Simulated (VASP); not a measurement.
# SiC (P6_3mc) in VASP: a series of runs, part 2 of 2

VASP 6.6.1. Earlier steps stand in the parts before.

### 3 Single point, LDA

This run uses another cell than the first one, of 10.10 Å³/atom, 1.037 times its volume.

INCAR reads:

```
SYSTEM = SiC
PREC = Accurate
ENCUT = 520
EDIFF = 1E-6
ISMEAR = 0
SIGMA = 0.01
LREAL = .FALSE.
LASPH = .TRUE.
NELM = 60
ALGO = Normal
ISIF = 2
LWAVE = .FALSE.
LCHARG = .TRUE.
GGA = CA
LELF = .TRUE.
LVHAR = .TRUE.
NBANDS = 16
```

KPOINTS reads:

```
regular mesh
0
G
  8 8 6
  0 0 0
```

POSCAR reads:

```
SiC
1.0
    3.0521137261      0.0000000000      0.0000000000
   -1.5260568630      2.6432080220      0.0000000000
    0.0000000000      0.0000000000      5.0086155207
Si C
2 2
Direct
    0.3333333333      0.6666666667      0.0045917126
    0.6666666667      0.3333333333      0.5045917126
    0.3333333333      0.6666666667      0.3804082874
    0.6666666667      0.3333333333      0.8804082874
```

Potentials or basis: VASP PAW LDA potentials, release 64 (Si, C).

The run is started by

```bash
$ cat potpaw_LDA.64/Si/POTCAR potpaw_LDA.64/C/POTCAR > POTCAR
$ mpirun -np 1 vasp_std > vasp.out
```

Run time: 18 s. Hardware: 1 thread of Intel Xeon 8259CL, shared host; peak memory 0.15 GiB.

The run converged. Its results:

* Free energy: -33.2736 eV
* Pressure: 1.4 GPa
* Band gap on the k mesh: 2.37 eV, indirect (least direct gap 3.92 eV)

Levels at points of the mesh, in eV from the valence-band top:
```csv
k point,band 6,band 7,band 8,band 9,band 10,band 11
"(0.00, 0.00, 0.00)",-0.11,0.00,0.00,4.96,6.47,6.69
"(0.50, 0.00, 0.00)",-3.38,-3.37,-1.20,2.71,4.16,6.99
"(0.00, 0.00, 0.50)",-0.72,-0.72,-0.72,6.03,6.03,7.37
"(0.50, 0.00, 0.50)",-2.48,-2.35,-2.35,3.26,3.26,5.25
```

A k mesh can miss the band edges. A hybrid or GW would open this gap; LDA tends to underestimate it.

### 4 Single point, LDA

This run uses another cell than the first one, of 10.06 Å³/atom, 1.032 times its volume.

INCAR reads:

```
PREC = Accurate ; ENCUT = 520
EDIFF = 1E-7 ; ISMEAR = 0
SIGMA = 0.01 ; LREAL = False
LASPH = True ; NELM = 100
ALGO = Normal ; ISIF = 2
LWAVE = False ; LCHARG = True
LELF = True ; LVHAR = True
NBANDS = 16
```

KPOINTS reads:

```
regular mesh
0
Gamma
  8 8 6
```

POSCAR reads:

```
SiC
1.0
    3.0478941771      0.0000000000      0.0000000000
   -1.5239470885      2.6395537854      0.0000000000
    0.0000000000      0.0000000000      5.0014393942
Si C
2 2
Direct
    0.3333333333      0.6666666667      0.0045937037
    0.6666666667      0.3333333333      0.5045937037
    0.3333333333      0.6666666667      0.3804062963
    0.6666666667      0.3333333333      0.8804062963
```

The run is started by

```bash
$ cat potpaw_LDA.64/Si/POTCAR potpaw_LDA.64/C/POTCAR > POTCAR
$ mpirun -np 1 vasp_std > vasp.out
```

Run time: 23 s. Hardware: 1 thread of Intel Xeon 8259CL, shared host; peak memory 0.15 GiB.

Results (log left out):

```yaml
Free_energy: -33.2716 eV
Pressure: 2.4 GPa
Band_gap_on_the_k_mesh: 2.37 eV, indirect (least direct gap 3.93 eV)
```

Levels at points of the mesh, in eV from the valence-band top:
```
           k point  band 6  band 7  band 8  band 9  band 10  band 11
(0.00, 0.00, 0.00)   -0.11    0.00    0.00    4.99     6.51     6.72
(0.50, 0.00, 0.00)   -3.39   -3.38   -1.20    2.72     4.17     7.02
(0.00, 0.00, 0.50)   -0.72   -0.72   -0.72    6.07     6.07     7.39
(0.50, 0.00, 0.50)   -2.49   -2.36   -2.36    3.27     3.27     5.27
```

A k mesh can miss the band edges. As with any semilocal functional, this LDA gap is likely too small.

### 5 Single point, LDA

This run uses another cell than the first one, of 9.98 Å³/atom, 1.024 times its volume.

INCAR reads:

```
  PREC = Accurate
  ENCUT = 520
  EDIFF = 1E-6
  ISMEAR = 0
  SIGMA = 0.01
  LREAL = False
  LASPH = True
  NELM = 100
  ALGO = Normal
  ISIF = 2
  LWAVE = False
  LCHARG = False
  GGA = CA
  NBANDS = 16
```

KPOINTS is that of step 4.

POSCAR reads:

```
SiC
1.0
    3.0396016342      0.0000000000      0.0000000000
   -1.5198008171      2.6323722326      0.0000000000
    0.0000000000      0.0000000000      4.9873412036
Si C
2 2
Direct
    0.3333333333      0.6666666667      0.0045976264
    0.6666666667      0.3333333333      0.5045976264
    0.3333333333      0.6666666667      0.3804023736
    0.6666666667      0.3333333333      0.8804023736
```

Potentials or basis: VASP PAW LDA potentials, release 64 (Si, C).

The run is started by

```bash
$ cat potpaw_LDA.64/Si/POTCAR potpaw_LDA.64/C/POTCAR > POTCAR
$ mpirun -np 1 vasp_std > vasp.out
```

OUTCAR:

```text
PREC = Accurate
   ENCUT = 520
   EDIFF = 1E-6
   ISMEAR = 0
   LREAL = False
   LASPH = True
   NELM = 100
   ISIF = 2
   GGA = CA

 ion  position               nearest neighbor table
   1  0.333  0.667  0.005-   4 1.86   4 1.86   4 1.86   3 1.87   2 3.05   2 3.05   2 3.05   2 3.05
                             2 3.05   2 3.05
   2  0.667  0.333  0.505-   3 1.86   3 1.86   3 1.86   4 1.87   1 3.05   1 3.05   1 3.05   1 3.05
                             1 3.05   1 3.05
   3  0.333  0.667  0.380-   2 1.86   2 1.86   2 1.86   1 1.87
[... 662 lines left out ...]
  --------------------------------------------------------------------------------------
  -------------------------------------------------------------------------------------
  Total        1.0886222      1.0886222      1.0990158      0.0000000     -0.0000000     -0.0000000
  in kB       43.7073757     43.7073757     44.1246716      0.0000000     -0.0000000     -0.0000000
  external PRESSURE =      43.8464743 kB  Pullay stress =       0.0000000 kB

 VOLUME and BASIS-vectors are now :
 -----------------------------------------------------------------------------
  energy-cutoff  :      520.00
  volume of cell :       39.91
      direct lattice vectors                 reciprocal lattice vectors
     3.039601634  0.000000000  0.000000000     0.328990480  0.189942742  0.000000000
    -1.519800817  2.632372233  0.000000000     0.000000000  0.379885484  0.000000000
     0.000000000  0.000000000  4.987341204     0.000000000  0.000000000  0.200507637

 POSITION                                       TOTAL-FORCE (eV/Angst)
 -----------------------------------------------------------------------------------
     -0.00000      1.75491      0.02293        -0.000000      0.000000     -0.000281
      1.51980      0.87746      2.51660         0.000000      0.000000     -0.000281
     -0.00000      1.75491      1.89720        -0.000000     -0.000000      0.000281
      1.51980      0.87746      4.39087         0.000000      0.000000      0.000281
 -----------------------------------------------------------------------------------
    total drift:                               -0.000000      0.000000     -0.000130

  FREE ENERGIE OF THE ION-ELECTRON SYSTEM (eV)
  ---------------------------------------------------
  free  energy   TOTEN  =       -33.2643850650 eV

  energy  without entropy=      -33.2643850650  energy(sigma->0) =      -33.26438506
```

stdout:

```text
POSCAR found type information on POSCAR SiC
 POSCAR found :  2 types and       4 ions
 scaLAPACK will be used
 LDA part: xc-table for (Slater(with rela. corr.)+CA(PZ))
 , standard interpolation
 POSCAR, INCAR and KPOINTS ok, starting setup
 FFT: planning ... GRIDC
 FFT: planning ... GRID_SOFT
 FFT: planning ... GRID
 WAVECAR not read
 entering main loop
```

It took 25 s on 1 thread of Intel Xeon 8259CL, shared host; peak memory 0.14 GiB.

What came out:

```yaml
Free_energy: -33.2644 eV
Pressure: 4.4 GPa
Band_gap_on_the_k_mesh: 2.35 eV, indirect (least direct gap 3.94 eV)
```

Levels at points of the mesh, in eV from the valence-band top:
```
           k point  band 6  band 7  band 8  band 9  band 10  band 11
(0.00, 0.00, 0.00)   -0.11    0.00    0.00    5.06     6.60     6.76
(0.50, 0.00, 0.00)   -3.42   -3.40   -1.21    2.73     4.18     7.08
(0.00, 0.00, 0.50)   -0.72   -0.72   -0.72    6.14     6.14     7.44
(0.50, 0.00, 0.50)   -2.50   -2.36   -2.36    3.29     3.29     5.31
```

A k mesh can miss the band edges. A hybrid or GW would open this gap; LDA tends to underestimate it.

### 6 Overview

| cell | gap on the mesh (eV) | pressure (GPa) |
| --- | --- | --- |
| a = 3.016, b = 3.016, c = 4.948 Å, angles 90.0, 90.0, 120.0°, 4 atoms | 2.32 | 10.4 |
| a = 3.052, b = 3.052, c = 5.009 Å, angles 90.0, 90.0, 120.0°, 4 atoms | 2.37 | 1.4 |
| a = 3.048, b = 3.048, c = 5.001 Å, angles 90.0, 90.0, 120.0°, 4 atoms | 2.37 | 2.4 |
| a = 3.040, b = 3.040, c = 4.987 Å, angles 90.0, 90.0, 120.0°, 4 atoms | 2.35 | 4.4 |

Alike in all rows: task single point; level LDA; potentials or basis VASP PAW LDA potentials, release 64 (Si, C); no spin polarisation; k mesh 8 × 8 × 6; cutoff (eV) 520; smearing gaussian 0.01 eV.

Absolute energies hang on the potentials; compare differences alone.
